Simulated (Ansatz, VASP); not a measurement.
# Two plane-wave programs on InP

```xyz
2
Lattice="0.0000 2.8550 2.8550 2.8550 0.0000 2.8550 2.8550 2.8550 0.0000" Properties=species:S:1:pos:R:3 pbc="T T T"
In    0.0000    0.0000    0.0000
P     2.8550    2.8550    2.8550
```

Alike in both runs: task relaxation of cell and atoms; functional PBE; k mesh 6 × 6 × 6; occupations gaussian, width 0.1 eV; no spin polarisation.

|  | VASP | Ansatz |
| --- | --- | --- |
| version | VASP 6.6.1 | Ansatz 0.2.0 |
| potentials or method | VASP PAW PBE potentials, release 64 (In_d, P), cutoff 600 eV | scalar-relativistic, plane waves, PAW |
| valence electrons in the cell | 18 | 18 |

```csv
,VASP,Ansatz,Ansatz less VASP
"gap on the k mesh at the Fermi level, each at its own relaxed structure (eV)",none,none,-
relaxed volume (Å³/atom),21.30,21.31,+0.011
relaxed cell length with the largest relative difference (Å),3.920,3.921,+0.0007
```

A gap of «none» marks a metal or a gap that the smearing closes.
